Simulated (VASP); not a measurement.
# TiAl3 (P1) in VASP: single point with PBEsol

Aim: the single point of TiAl3 with PBEsol.

Program: VASP 6.6.1. These are calculated values, not measurements. Logs are shortened: lines on timing, memory, paths and dates and some standing lists are left out, and cuts for length are marked.

### Step 1. The cell of the first run

The typed cell holds 8 atoms: a = 5.057 Å, b = 5.057 Å, c = 5.396 Å, α = 90.00°, β = 90.00°, γ = 115.51°.

### Step 2. Single point, PBEsol

INCAR

```
ALGO     = Fast           # electronic algorithm
EDIFF    = 1E-6           # SCF threshold, eV
ENCUT    = 520            # plane-wave cutoff, eV
GGA      = PS             # functional
ISIF     = 2              # what is computed and relaxed
ISMEAR   = 0              # smearing method
LASPH    = T              # aspherical terms in the spheres
LCHARG   = F              # write CHGCAR
LREAL    = F              # projectors in reciprocal space
LWAVE    = F              # write WAVECAR
NBANDS   = 31             # bands
NELM     = 60             # most SCF steps
PREC     = Accurate       # precision mode
SIGMA    = 0.15           # smearing width, eV
```

KPOINTS

```
k-points
0
Gamma
  8 8 6
```

POSCAR

```
TiAl3
1.0
    1.9077740734     -1.9077740734     -4.2769968073
    1.9077740734     -1.9077740734      4.2769968073
   -3.8155481468     -3.8155481468      0.0000000000
Ti Al
2 6
Direct
    0.5001620784      0.5000313636      0.4999666961
   -0.0000760130      0.0000121623      1.0000649294
   -0.0000350271      0.0003947954      0.5000412996
    0.5001190611      0.4997739912      0.9999569357
   -0.0000130417      0.5000319762      0.2502323310
    0.4999022243     -0.0001585456      0.7498448907
    0.4998725104     -0.0001361016      0.2498039583
    0.0000682077      0.5000503585      0.7500889592
```

Potentials or basis: VASP PAW PBE potentials, release 64 (Ti_sv, Al).

Started as:

```console
$ cat potpaw_PBE.64/Ti_sv/POTCAR potpaw_PBE.64/Al/POTCAR > POTCAR
$ mpirun -np 1 vasp_std > vasp.out
```

OUTCAR:

```text
EDIFF = 1E-6
   ENCUT = 520
   GGA = PS
   ISIF = 2
   ISMEAR = 0
   LASPH = T
   LREAL = F
   NELM = 60
   PREC = Accurate

 ion  position               nearest neighbor table
   1  0.500  0.500  0.500-   3 2.70   4 2.70   4 2.70   3 2.70   5 2.86   6 2.87   8 2.87   6 2.87
                             5 2.87   7 2.87   7 2.87   8 2.87
   2  1.000  0.000  0.000-   3 2.70   4 2.70   4 2.70   3 2.70   7 2.87   7 2.87   8 2.87   8 2.87
                             6 2.87   5 2.87   5 2.87   6 2.87
   3  1.000  0.000  0.500-   1 2.70   2 2.70   2 2.70   1 2.70   5 2.86   8 2.86   6 2.86   7 2.87
                             6 2.87   5 2.87   7 2.87   8 2.87
   4  0.500  0.500  1.000-   2 2.70   1 2.70   1 2.70   2 2.70   7 2.86   8 2.86   6 2.87   5 2.87
                             8 2.87   7 2.87   6 2.87   5 2.87
   5  1.000  0.500  0.250-   8 2.70   7 2.70   7 2.70   8 2.70   3 2.86   1 2.86   4 2.87   1 2.87
                             2 2.87   2 2.87   3 2.87   4 2.87
   6  0.500  1.000  0.750-   8 2.70   7 2.70   7 2.70   8 2.70   3 2.86   1 2.87   4 2.87   1 2.87
                             3 2.87   2 2.87   2 2.87   4 2.87
   7  0.500  1.000  0.250-   5 2.70   6 2.70   6 2.70   5 2.70   4 2.86   2 2.87   2 2.87   3 2.87
                             1 2.87   4 2.87   1 2.87   3 2.87
   8  0.000  0.500  0.750-   6 2.70   5 2.70   5 2.70   6 2.70   3 2.86   4 2.86   2 2.87   1 2.87
                             2 2.87   4 2.87   1 2.87   3 2.87

  LATTYP: Found a base centered orthorhombic cell.
 ALAT       =     5.3959999371
 B/A-ratio  =     1.5852471672
 C/A-ratio  =     1.0000000000

  Lattice vectors:

 A1 = (   1.9077740734,  -1.9077740734,  -4.2769968073)
 A2 = (   1.9077740734,  -1.9077740734,   4.2769968073)
 A3 = (  -3.8155481468,  -3.8155481468,   0.0000000000)

Analysis of symmetry for initial positions (statically):
=====================================================================
 Subroutine PRICEL returns:
 Original cell was already a primitive cell.

 Routine SETGRP: Setting up the symmetry group for a
 base centered orthorhombic supercell.

 Subroutine GETGRP returns: Found  1 space group operations
 (whereof  1 operations were pure point group operations)
 out of a pool of  8 trial point group operations.

The static configuration has the point symmetry C_1 .

Analysis of symmetry for dynamics (positions and initial velocities):
=====================================================================
 Subroutine PRICEL returns:
 Original cell was already a primitive cell.

 Routine SETGRP: Setting up the symmetry group for a
 base centered orthorhombic supercell.

 Subroutine GETGRP returns: Found  1 space group operations
[... 125 lines left out ...]
   PSTRESS=    0.0 pullay stress
   NELECT =      42.0000    total number of electrons
   NUPDOWN=      -1.0000    fix difference up-down
   EMIN   =  10.00;   EMAX   =-10.00  energy-range for DOS
   EFERMI =   0.00;   METHOD = LEGACY
   ISMEAR =     0;   SIGMA  =   0.15  broadening in eV -4-tet -1-fermi 0-gaus
   EFERMI_NEDOS =   21; number of points for ismear=-14 and -15
   IALGO  =     68    algorithm
   IMIX   =      4    mixing-type and parameters
     AMIX     =   0.40;   BMIX     =  1.00
     AMIX_MAG =   1.60;   BMIX_MAG =  1.00
  volume/ion in A,a.u.               =      15.57       105.05
  Fermi-wavevector in a.u.,A,eV,Ry     =   1.139542  2.153422 17.667926  1.298556
  Thomas-Fermi vector in A             =   2.276245
   LORBIT       =      0    0 simple, 1 ext, 2 COOP (PROOUT), +10 PAW based schemes
   GGA     = PS    functional components
   LHFCALC =     F    Hartree Fock is set to
   AEXX    =    0.0000 exact exchange contribution
   IVDW    =     0    specifies the selected vdW correction
   LEPSILON=     F    determine dielectric tensor
   LRPA    =     F    only Hartree local field effects (RPA)
 non-spin polarized calculation
 RMM-DIIS sequential band-by-band and
 Gauss-broadening in eV      SIGMA  =   0.15
  energy-cutoff  :      520.00
  volume of cell :      124.53
 maximum number of plane-waves:      3370
 NGX is ok and might be reduce to    40
   NGX = 19   NGY = 19   NGZ = 21

 number of electron      42.0000007 magnetization

 Free energy of the ion-electron system (eV)
  ---------------------------------------------------
  ext. energy  EPLUGINS =         0.00000000
  ---------------------------------------------------
  free energy    TOTEN  =       -44.48417689 eV

  energy without entropy =      -44.45213764  energy(sigma->0) =      -44.46815727

 E-fermi :   8.3343     XC(G=0): -10.8954

 val. band max:        8.3302687094   @ k =  -0.1250   0.5000  -0.3333
 cond. band min:       8.3842139034   @ k =   0.3750   0.2500   0.0000
 fundamental gap:      0.0539451941
 Fermi energy:         8.3342896670

 k-point     1 :       0.0000    0.0000    0.0000
  band No.  band energies     occupation
      1     -47.8629      2.00000
      2     -47.8602      2.00000
      3     -24.3116      2.00000
      4     -24.3091      2.00000
      5     -24.2858      2.00000
      6     -24.2842      2.00000
[... 805 lines left out ...]
     30      11.8319      0.00000
     31      13.4276      0.00000

 [... further k-points ...]

------------------------ aborting loop because EDIFF is reached ----------------------------------------

  FORCE on cell =-STRESS in cart. coord.  units (eV):
  Direction    XX          YY          ZZ          XY          YZ          ZX
  --------------------------------------------------------------------------------------
  -------------------------------------------------------------------------------------
  Total        0.1139539      0.1137950     -0.0259181     -0.0341549     -0.0012048      0.0015382
  in kB        1.4660780      1.4640334     -0.3334505     -0.4394212     -0.0154998      0.0197894
  external PRESSURE =       0.8655537 kB  Pullay stress =       0.0000000 kB

 VOLUME and BASIS-vectors are now :
 -----------------------------------------------------------------------------
  energy-cutoff  :      520.00
  volume of cell :      124.53
      direct lattice vectors                 reciprocal lattice vectors
     1.907774073 -1.907774073 -4.276996807     0.131042770 -0.131042770 -0.116904459
     1.907774073 -1.907774073  4.276996807     0.131042770 -0.131042770  0.116904459
    -3.815548147 -3.815548147  0.000000000    -0.131042770 -0.131042770  0.000000000

 POSITION                                       TOTAL-FORCE (eV/Angst)
 -----------------------------------------------------------------------------------
      0.00050     -3.81579     -0.00056        -0.001090      0.000192      0.005708
      1.90740     -1.90790     -4.27662         0.001745      0.002140     -0.005089
      0.00053     -3.81639     -4.27516        -0.003977      0.004315     -0.006293
     -1.90781     -5.72295     -0.00148        -0.000089     -0.001669      0.004401
      1.90692     -3.81647     -2.13831         0.005023      0.004650     -0.000612
      0.00010     -5.72224      2.13824         0.001851     -0.004050      0.001109
      1.90802     -3.81430      2.13846        -0.000393     -0.004748     -0.000356
     -1.90789     -3.81611      2.13842        -0.003070     -0.000829      0.001132
 -----------------------------------------------------------------------------------
    total drift:                               -0.000002     -0.000007      0.000009

  FREE ENERGIE OF THE ION-ELECTRON SYSTEM (eV)
  ---------------------------------------------------
  free  energy   TOTEN  =       -44.4841768947 eV

  energy  without entropy=      -44.4521376437  energy(sigma->0) =      -44.46815727
```

It took 35 min on 1 thread of Intel Xeon Platinum 8488C (Sapphire Rapids), shared host; peak memory 0.69 GiB.

Results:

| Item | Value |
| --- | --- |
| Free energy | -44.4842 eV |
| Pressure | 0.1 GPa |
| Largest force | 0.009 eV/Å |
| Band gap on the k mesh | zero (bands 21 and 22 overlap by 1.73 eV) |

Forces on the atoms (eV/Å):
```
Ti  -0.001  0.000  0.006
Ti   0.002  0.002 -0.005
Al  -0.004  0.004 -0.006
Al   0.000 -0.002  0.004
Al   0.005  0.005 -0.001
Al   0.002 -0.004  0.001
Al   0.000 -0.005  0.000
Al  -0.003 -0.001  0.001
```

Stress tensor (GPa, compression positive):
```
 0.15 -0.04  0.00
-0.04  0.15  0.00
 0.00  0.00 -0.03
```

Levels at points of the mesh, in eV from the Fermi level:
| k point | band 19 | band 20 | band 21 | band 22 | band 23 | band 24 |
| --- | --- | --- | --- | --- | --- | --- |
| (0.00, 0.00, 0.00) | -1.24 | -1.23 | -1.01 | 0.84 | 1.76 | 1.77 |
| (0.50, 0.00, 0.00) | -0.94 | -0.93 | -0.26 | -0.26 | 1.66 | 1.66 |
| (0.00, 0.50, 0.00) | -0.93 | -0.93 | -0.26 | -0.26 | 1.66 | 1.66 |
| (0.50, 0.50, 0.00) | -0.91 | -0.91 | -0.25 | 0.70 | 0.70 | 0.96 |
| (0.00, 0.00, 0.50) | -1.57 | -1.57 | -1.22 | -1.22 | 1.97 | 1.97 |
| (0.50, 0.00, 0.50) | -0.28 | -0.28 | 0.50 | 0.50 | 1.82 | 1.82 |
| (0.00, 0.50, 0.50) | -0.28 | -0.28 | 0.50 | 0.50 | 1.82 | 1.82 |
| (0.50, 0.50, 0.50) | -0.27 | -0.27 | 0.30 | 0.30 | 1.01 | 1.01 |

Caveat: the PAW data sets were made with another functional, which shifts forces and pressure a little.
